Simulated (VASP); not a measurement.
# Cu3O2 (I4/mmm) in VASP: further runs

Runs on Cu3O2. Level: LDA. Tasks: single point.

Everything below comes from runs of VASP 6.6.1. Logs are shortened: lines on timing, memory, paths and dates and some standing lists are left out, and cuts for length are marked.

## 1. The cell of the first run

The structure is tetragonal, space group I4/mmm (No. 139). Conventional cell: a = 3.871 Å, b = 3.871 Å, c = 7.177 Å, α = 90.00°, β = 90.00°, γ = 90.00°. Cu (site symmetry -4m2) has 2 O at 1.79 Å within 2.4 Å. Cu (site symmetry 4/mmm) has 4 O at 1.94 Å and 8 Cu at 2.64 Å within 2.7 Å. O (site symmetry mmm) has 4 Cu at 1.79 to 1.94 Å within 2.4 Å.

## 2. Single point, LDA

Input file INCAR:

```
SYSTEM = Cu3O2
  PREC = Accurate
  ENCUT = 820
  EDIFF = 1E-6
  ISMEAR = 0
  SIGMA = 0.15
  LREAL = .FALSE.
  LASPH = .TRUE.
  NELM = 120
  ALGO = Normal
  ISIF = 2
  LWAVE = .FALSE.
  LCHARG = .TRUE.
  GGA = CA
  LELF = .TRUE.
  LVHAR = .TRUE.
  NBANDS = 42
  GGA_COMPAT = .FALSE.
```

Input file KPOINTS:

```
Automatic mesh
0
G
  14 14 14
  0 0 0
```

Input file POSCAR:

```
Cu3O2
1.0
   -1.9354500000      1.9354500000      3.5884925292
    1.9354500000     -1.9354500000      3.5884925292
    1.9354500000      1.9354500000     -3.5884925292
Cu O
3 2
Direct
    0.2500000000      0.7500000000      0.5000000000
    0.7500000000      0.2500000000      0.5000000000
    0.0000000000      0.0000000000      0.0000000000
    0.0000000000      0.5000000000      0.5000000000
    0.5000000000      0.0000000000      0.5000000000
```

Potentials or basis: VASP PAW LDA potentials, release 64 (Cu_sv_GW, O).

On the command line:

```console
$ cat potpaw_LDA.64/Cu_sv_GW/POTCAR potpaw_LDA.64/O/POTCAR > POTCAR
$ mpirun -np 1 vasp_std > vasp.out
```

OUTCAR:

```text
SYSTEM = Cu3O2
   PREC = Accurate
   ENCUT = 820
   EDIFF = 1E-6
   ISMEAR = 0
   LREAL = .FALSE.
   LASPH = .TRUE.
   NELM = 120
   ISIF = 2
   GGA = CA

 ion  position               nearest neighbor table
   1  0.250  0.750  0.500-   4 1.79   5 1.79   3 2.64   3 2.64   3 2.64   3 2.64
   2  0.750  0.250  0.500-   4 1.79   5 1.79   3 2.64   3 2.64   3 2.64   3 2.64
   3  0.000  0.000  0.000-   4 1.94   5 1.94   4 1.94   5 1.94   2 2.64   1 2.64   1 2.64   2 2.64
                             2 2.64   1 2.64   1 2.64   2 2.64
   4  0.000  0.500  0.500-   1 1.79   2 1.79   3 1.94   3 1.94
   5  0.500  0.000  0.500-   1 1.79   2 1.79   3 1.94   3 1.94

  LATTYP: Found a body centered tetragonal cell.
 ALAT       =     3.8709000000
 C/A-ratio  =     1.8540869199

  Lattice vectors:

 A1 = (  -1.9354500000,   1.9354500000,   3.5884925292)
 A2 = (   1.9354500000,  -1.9354500000,   3.5884925292)
 A3 = (   1.9354500000,   1.9354500000,  -3.5884925292)

Analysis of symmetry for initial positions (statically):
=====================================================================
 Subroutine PRICEL returns:
 Original cell was already a primitive cell.

 Routine SETGRP: Setting up the symmetry group for a
 body centered tetragonal supercell.

 Subroutine GETGRP returns: Found 16 space group operations
 (whereof 16 operations were pure point group operations)
 out of a pool of 16 trial point group operations.

The static configuration has the point symmetry D_4h.

Analysis of symmetry for dynamics (positions and initial velocities):
=====================================================================
 Subroutine PRICEL returns:
 Original cell was already a primitive cell.

 Routine SETGRP: Setting up the symmetry group for a
 body centered tetragonal supercell.

 Subroutine GETGRP returns: Found 16 space group operations
 (whereof 16 operations were pure point group operations)
 out of a pool of 16 trial point group operations.

The dynamic configuration has the point symmetry D_4h.

 Subroutine INISYM returns: Found 16 space group operations
 (whereof 16 operations are pure point group operations),
 and found     1 'primitive' translations

----------------------------------------------------------------------------------------

                                     Primitive cell

  volume of cell :      53.7695

  direct lattice vectors                    reciprocal lattice vectors
    -1.935450000  1.935450000  3.588492529     0.000000000  0.258337854  0.139334274
     1.935450000 -1.935450000  3.588492529     0.258337854  0.000000000  0.139334274
     1.935450000  1.935450000 -3.588492529     0.258337854  0.258337854  0.000000000

  length of vectors
     4.513226345  4.513226345  4.513226345     0.293517439  0.293517439  0.365344897

  position of ions in fractional coordinates (direct lattice)
     0.250000000  0.750000000  0.500000000
     0.750000000  0.250000000  0.500000000
     0.000000000  0.000000000  0.000000000
     0.000000000  0.500000000  0.500000000
     0.500000000  0.000000000  0.500000000

  ion indices of the primitive-cell ions
   primitive index   ion index
                 1           1
                 2           2
                 3           3
                 4           4
                 5           5

----------------------------------------------------------------------------------------

 KPOINTS: Automatic mesh

Automatic generation of k-mesh.
 Grid dimensions read from file:
 generate k-points for:   14   14   14

 Generating k-lattice:

  Cartesian coordinates                     Fractional coordinates (reciprocal lattice)
     0.000000000  0.018452704  0.009952448     0.071428571  0.000000000 -0.000000000
     0.018452704  0.000000000  0.009952448     0.000000000  0.071428571 -0.000000000
     0.018452704  0.018452704  0.000000000     0.000000000  0.000000000  0.071428571

  Length of vectors
     0.020965531  0.020965531  0.026096064

  Shift w.r.t. Gamma in fractional coordinates (k-lattice)
     0.000000000  0.000000000  0.000000000

 Subroutine IBZKPT returns following result:
 ===========================================

 Found    244 irreducible k-points:

 Following reciprocal coordinates:
            Coordinates               Weight
  0.000000  0.000000  0.000000      1.000000
  0.071429  0.000000 -0.000000      8.000000
  0.142857  0.000000  0.000000      8.000000
  0.214286  0.000000 -0.000000      8.000000
  0.285714 -0.000000  0.000000      8.000000
  0.357143  0.000000  0.000000      8.000000
[... 16 lines left out ...]
  0.214286  0.142857 -0.000000     16.000000
  0.285714  0.142857 -0.000000     16.000000
 [... further k-points ...]
   k-points           NKPTS =    244   k-points in BZ     NKDIM =    244   number of bands    NBANDS=     42
   number of dos      NEDOS =    301   number of ions     NIONS =      5
   total plane-waves  NPLWV =  74088
   dimension x,y,z NGX =    42 NGY =   42 NGZ =   42
   dimension x,y,z NGXF=    84 NGYF=   84 NGZF=   84
   ions per type =               3   2
   NGX,Y,Z   is equivalent  to a cutoff of  15.47, 15.47, 15.47 a.u.
   NGXF,Y,Z  is equivalent  to a cutoff of  30.94, 30.94, 30.94 a.u.
 SYSTEM =  Cu3O2
   PREC   = accura    normal or accurate (medium, high low for compatibility)
   ISTART =      0    job   : 0-new  1-cont  2-samecut
   ICHARG =      2    charge: 1-file 2-atom 10-const
   ISPIN  =      1    spin polarized calculation?
   LNONCOLLINEAR =      F non collinear calculations
   LSORBIT =      F    spin-orbit coupling
   LASPH  =      T    aspherical Exc in radial PAW
   ENCUT  =  820.0 eV  60.27 Ry    7.76 a.u.  10.54 10.54 10.54*2*pi/ulx,y,z
   NELM   =    120;   NELMIN=  2; NELMDL= -5     # of ELM steps
   EDIFF  = 0.1E-05   stopping-criterion for ELM
   LREAL  =      F    real-space projection
   EDIFFG = 0.1E-04   stopping-criterion for IOM
   NSW    =      0    number of steps for IOM
   IBRION =     -1    ionic relax: 0-MD 1-quasi-New 2-CG
   NFREE  =      0    steps in history (QN), initial steepest desc. (CG)
   ISIF   =      2    stress and relaxation
   ISYM   =      2    0-nonsym 1-usesym 2-fastsym
   POTIM  = 0.5000    time-step for ionic-motion
   TEBEG  =    0.0;   TEEND  =   0.0 temperature during run
   PSTRESS=    0.0 pullay stress
   NELECT =      69.0000    total number of electrons
   NUPDOWN=      -1.0000    fix difference up-down
   EMIN   =  10.00;   EMAX   =-10.00  energy-range for DOS
   EFERMI =   0.00;   METHOD = LEGACY
   ISMEAR =     0;   SIGMA  =   0.15  broadening in eV -4-tet -1-fermi 0-gaus
   EFERMI_NEDOS =   21; number of points for ismear=-14 and -15
   IALGO  =     38    algorithm
   IMIX   =      4    mixing-type and parameters
     AMIX     =   0.40;   BMIX     =  1.00
     AMIX_MAG =   1.60;   BMIX_MAG =  1.00
  volume/ion in A,a.u.               =      10.75        72.57
  Fermi-wavevector in a.u.,A,eV,Ry     =   1.779013  3.361848 43.060923  3.164889
  Thomas-Fermi vector in A             =   2.844091
   LORBIT       =      0    0 simple, 1 ext, 2 COOP (PROOUT), +10 PAW based schemes
   GGA     = CA    functional components
   LHFCALC =     F    Hartree Fock is set to
   AEXX    =    0.0000 exact exchange contribution
   IVDW    =     0    specifies the selected vdW correction
   LEPSILON=     F    determine dielectric tensor
   LRPA    =     F    only Hartree local field effects (RPA)
 non-spin polarized calculation
 Gauss-broadening in eV      SIGMA  =   0.15
  energy-cutoff  :      820.00
  volume of cell :       53.77
 maximum number of plane-waves:      2888
   NGX = 21   NGY = 21   NGZ = 21

 number of electron      68.9999982 magnetization

 Free energy of the ion-electron system (eV)
  ---------------------------------------------------
  ext. energy  EPLUGINS =         0.00000000
  ---------------------------------------------------
  free energy    TOTEN  =       -27.70612601 eV

  energy without entropy =      -27.68665609  energy(sigma->0) =      -27.69639105

 E-fermi :   5.3502     XC(G=0): -12.7576

 val. band max:        5.3474793494   @ k =  -0.3571   0.5000   0.2143
 cond. band min:       5.3571068012   @ k =  -0.3571   0.1429   0.0714
 fundamental gap:      0.0096274518
 Fermi energy:         5.3501500453

 k-point     1 :       0.0000    0.0000    0.0000
  band No.  band energies     occupation
      1    -106.4976      2.00000
      2    -106.0978      2.00000
      3    -106.0945      2.00000
      4     -64.4800      2.00000
      5     -64.4800      2.00000
      6     -64.4424      2.00000
[... 34 lines left out ...]
     41      16.3605      0.00000
     42      16.5489      0.00000

 k-point     2 :       0.0714    0.0000   -0.0000
  band No.  band energies     occupation
      1    -106.4976      2.00000
      2    -106.0978      2.00000
      3    -106.0945      2.00000
      4     -64.4801      2.00000
      5     -64.4800      2.00000
      6     -64.4423      2.00000
[... 34 lines left out ...]
     41      16.0806      0.00000
     42      16.9915      0.00000

 k-point     3 :       0.1429    0.0000    0.0000
  band No.  band energies     occupation
      1    -106.4976      2.00000
      2    -106.0977      2.00000
      3    -106.0946      2.00000
      4     -64.4802      2.00000
      5     -64.4800      2.00000
      6     -64.4420      2.00000
[... 34 lines left out ...]
     41      15.9875      0.00000
     42      17.8754      0.00000

 k-point     4 :       0.2143    0.0000   -0.0000
  band No.  band energies     occupation
      1    -106.4976      2.00000
      2    -106.0975      2.00000
      3    -106.0948      2.00000
      4     -64.4805      2.00000
      5     -64.4800      2.00000
      6     -64.4416      2.00000
[... 844 lines left out ...]
     41      16.1197      0.00000
     42      17.1098      0.00000

 k-point    23 :       0.2143    0.1429   -0.0000
  band No.  band energies     occupation
      1    -106.4976      2.00000
      2    -106.0974      2.00000
      3    -106.0949      2.00000
      4     -64.4807      2.00000
      5     -64.4802      2.00000
      6     -64.4410      2.00000
[... 34 lines left out ...]
     41      15.9622      0.00000
     42      17.2447      0.00000

 k-point    24 :       0.2857    0.1429   -0.0000
  band No.  band energies     occupation
      1    -106.4976      2.00000
      2    -106.0971      2.00000
      3    -106.0951      2.00000
      4     -64.4810      2.00000
      5     -64.4803      2.00000
      6     -64.4405      2.00000
[... 34 lines left out ...]
     41      15.6601      0.00000
     42      17.1988      0.00000

 [... further k-points ...]

------------------------ aborting loop because EDIFF is reached ----------------------------------------

  FORCE on cell =-STRESS in cart. coord.  units (eV):
  Direction    XX          YY          ZZ          XY          YZ          ZX
  --------------------------------------------------------------------------------------
  -------------------------------------------------------------------------------------
  Total        0.8157779      0.8157779      1.0377804      0.0000000      0.0000000      0.0000000
  in kB       24.3078519     24.3078519     30.9228929      0.0000000      0.0000000      0.0000000
  external PRESSURE =      26.5128656 kB  Pullay stress =       0.0000000 kB

 VOLUME and BASIS-vectors are now :
 -----------------------------------------------------------------------------
  energy-cutoff  :      820.00
  volume of cell :       53.77
      direct lattice vectors                 reciprocal lattice vectors
    -1.935450000  1.935450000  3.588492529     0.000000000  0.258337854  0.139334274
     1.935450000 -1.935450000  3.588492529     0.258337854  0.000000000  0.139334274
     1.935450000  1.935450000 -3.588492529     0.258337854  0.258337854  0.000000000

 POSITION                                       TOTAL-FORCE (eV/Angst)
 -----------------------------------------------------------------------------------
      1.93545     -0.00000      1.79425         0.000000     -0.000000      0.000000
     -0.00000      1.93545      1.79425        -0.000000      0.000000      0.000000
      0.00000      0.00000      0.00000        -0.000000     -0.000000     -0.000000
      1.93545      0.00000      0.00000        -0.000000     -0.000000     -0.000000
      0.00000      1.93545      0.00000        -0.000000     -0.000000     -0.000000
 -----------------------------------------------------------------------------------
    total drift:                               -0.000000     -0.000000      0.000000

  FREE ENERGIE OF THE ION-ELECTRON SYSTEM (eV)
  ---------------------------------------------------
  free  energy   TOTEN  =       -27.7061260094 eV

  energy  without entropy=      -27.6866560892  energy(sigma->0) =      -27.69639105
```

It took 19 min on 1 thread of Intel Xeon 6975P-C (Granite Rapids), shared host; peak memory 0.93 GiB.

What came out:

```yaml
Free_energy: -27.7061 eV
Pressure: 2.7 GPa
Band_gap_on_the_k_mesh: zero (an odd number of electrons rules out a gap without spin polarisation)
```

With open d or f shells a metallic result of LDA can be an artefact of self-interaction; +U or a hybrid may open a gap.

## 3. Single point, LDA

This run uses another cell than the first one, of 11.10 Å³/atom.

Input file INCAR:

```
SYSTEM = Cu3O2
PREC = Accurate
ENCUT = 520
EDIFF = 1E-7
ISMEAR = 0
SIGMA = 0.15
LREAL = .FALSE.
LASPH = .TRUE.
NELM = 60
ALGO = Normal
ISIF = 2
LWAVE = .FALSE.
LCHARG = .FALSE.
NBANDS = 30
```

KPOINTS is that of step 2.

POSCAR, as its differences from that of step 2:

```diff
@@ -2,5 +2,5 @@
 1.0
-   -1.9354500000      1.9354500000      3.5884925292
-    1.9354500000     -1.9354500000      3.5884925292
-    1.9354500000      1.9354500000     -3.5884925292
+   -1.9159000000      1.9159000000      3.7799000000
+    1.9159000000     -1.9159000000      3.7799000000
+    1.9159000000      1.9159000000     -3.7799000000
 Cu O
```

Potentials or basis: VASP PAW LDA potentials, release 64 (Cu, O).

On the command line:

```console
$ cat potpaw_LDA.64/Cu/POTCAR potpaw_LDA.64/O/POTCAR > POTCAR
$ mpirun -np 1 vasp_std > vasp.out
```

Run time: 5.8 min. Hardware: 1 thread of AMD EPYC 9R45 (Zen 5), shared host; peak memory 0.38 GiB.

It converged, with:

```
Free energy            : -27.0520 eV
Pressure               : -5.8 GPa
Band gap on the k mesh : zero (an odd number of electrons rules out a gap without spin polarisation)
```

Stress tensor (GPa, compression positive):
```
  1.58   0.00   0.00
  0.00   1.58   0.00
  0.00   0.00 -20.49
```

Levels at points of the mesh, in eV from the Fermi level:
```tsv
k point	band 20	band 21	band 22	band 23	band 24	band 25	band 26	band 27
(0.00, 0.00, 0.00)	-1.48	-1.12	-1.12	0.14	0.34	5.19	5.19	7.31
(0.50, 0.00, 0.00)	-1.48	-1.14	-0.61	-0.26	2.40	2.92	8.31	8.59
(0.50, 0.50, 0.00)	-0.69	-0.39	-0.25	0.08	1.74	3.39	3.58	7.22
(0.50, 0.50, 0.50)	-1.48	-1.44	-0.55	-0.55	3.89	4.11	6.29	6.29
```

Caveat: the stress differs along the axes, from -20 to 2 GPa. With open d or f shells a metallic result of LDA can be an artefact of self-interaction; +U or a hybrid may open a gap.

## 4. Single point, LDA

This run uses another cell than the first one, of 11.15 Å³/atom.

Input file INCAR:

```
PREC = Accurate ; ENCUT = 520
EDIFF = 1E-6 ; ISMEAR = 0
SIGMA = 0.15 ; LREAL = False
LASPH = True ; NELM = 80
ALGO = Normal ; ISIF = 2
LWAVE = False ; LCHARG = False
GGA = CA ; NBANDS = 30
```

Input file KPOINTS:

```
regular mesh
0
Gamma
  14 14 14
```

POSCAR, as its differences from that of step 3:

```diff
@@ -2,5 +2,5 @@
 1.0
-   -1.9159000000      1.9159000000      3.7799000000
-    1.9159000000     -1.9159000000      3.7799000000
-    1.9159000000      1.9159000000     -3.7799000000
+   -1.8963500000      1.8963500000      3.8755500000
+    1.8963500000     -1.8963500000      3.8755500000
+    1.8963500000      1.8963500000     -3.8755500000
 Cu O
```

Potentials or basis: VASP PAW LDA potentials, release 64 (Cu, O).

On the command line:

```console
$ cat potpaw_LDA.64/Cu/POTCAR potpaw_LDA.64/O/POTCAR > POTCAR
$ mpirun -np 1 vasp_std > vasp.out
```

OUTCAR:

```text
PREC = Accurate
   ENCUT = 520
   EDIFF = 1E-6
   ISMEAR = 0
   LREAL = False
   LASPH = True
   NELM = 80
   ISIF = 2
   GGA = CA

 ion  position               nearest neighbor table
   1  0.250  0.750  0.500-   4 1.94   5 1.94   2 2.68   2 2.68   2 2.68   2 2.68   3 2.71   3 2.71
                             3 2.71   3 2.71
   2  0.750  0.250  0.500-   4 1.94   5 1.94   1 2.68   1 2.68   1 2.68   1 2.68   3 2.71   3 2.71
                             3 2.71   3 2.71
   3  0.000  0.000  0.000-   4 1.90   5 1.90   4 1.90   5 1.90   2 2.71   1 2.71   1 2.71   2 2.71
                             2 2.71   1 2.71   1 2.71   2 2.71
   4  0.000  0.500  0.500-   3 1.90   3 1.90   1 1.94   2 1.94
[... 999 lines left out ...]
  Total        0.8580510      0.8580510     -9.5768854      0.0000000      0.0000000      0.0000000
  in kB       24.6600161     24.6600161   -275.2355609      0.0000000      0.0000000      0.0000000
  external PRESSURE =     -75.3051762 kB  Pullay stress =       0.0000000 kB

 VOLUME and BASIS-vectors are now :
 -----------------------------------------------------------------------------
  energy-cutoff  :      520.00
  volume of cell :       55.75
      direct lattice vectors                 reciprocal lattice vectors
    -1.896350000  1.896350000  3.875550000     0.000000000  0.263664408  0.129013946
     1.896350000 -1.896350000  3.875550000     0.263664408  0.000000000  0.129013946
     1.896350000  1.896350000 -3.875550000     0.263664408  0.263664408  0.000000000

 POSITION                                       TOTAL-FORCE (eV/Angst)
 -----------------------------------------------------------------------------------
      1.89635      0.00000      1.93778        -0.000000      0.000000     -0.000000
      0.00000      1.89635      1.93778        -0.000000     -0.000000     -0.000000
      0.00000      0.00000      0.00000         0.000000     -0.000000      0.000000
      1.89635      0.00000      0.00000         0.000000     -0.000000      0.000000
      0.00000      1.89635      0.00000         0.000000     -0.000000      0.000000
 -----------------------------------------------------------------------------------
    total drift:                               -0.000000      0.000000      0.000000

  FREE ENERGIE OF THE ION-ELECTRON SYSTEM (eV)
  ---------------------------------------------------
  free  energy   TOTEN  =       -26.8279309928 eV

  energy  without entropy=      -26.8118609753  energy(sigma->0) =      -26.81989598
```

stdout:

```text
POSCAR found type information on POSCAR CuO
 POSCAR found :  2 types and       5 ions
 scaLAPACK will be used
 LDA part: xc-table for (Slater(with rela. corr.)+CA(PZ))
 , standard interpolation
 POSCAR, INCAR and KPOINTS ok, starting setup
 FFT: planning ... GRIDC
 FFT: planning ... GRID_SOFT
 FFT: planning ... GRID
 WAVECAR not read
 entering main loop
```

Wall time 5.2 min (1 thread of AMD EPYC 9R45 (Zen 5), shared host); peak memory 0.39 GiB.

What came out:

```yaml
Free_energy: -26.8279 eV
Pressure: -7.5 GPa
Band_gap_on_the_k_mesh: zero (an odd number of electrons rules out a gap without spin polarisation)
```

Levels at points of the mesh, in eV from the Fermi level:
```
           k point  band 20  band 21  band 22  band 23  band 24  band 25  band 26  band 27
(0.00, 0.00, 0.00)    -1.42    -1.18    -1.18    -0.09     0.28     5.21     5.21     7.38
(0.50, 0.00, 0.00)    -1.50    -1.19    -0.58    -0.29     2.14     2.67     8.15     8.71
(0.50, 0.50, 0.00)    -0.75    -0.32    -0.25     0.05     1.90     3.22     3.43     6.84
(0.50, 0.50, 0.50)    -1.47    -1.42    -0.61    -0.61     3.72     3.95     6.23     6.23
```

Caveat: the stress differs along the axes, from -28 to 2 GPa. With open d or f shells a metallic result of LDA can be an artefact of self-interaction; +U or a hybrid may open a gap.

(Part 1 of 2 ends here.)
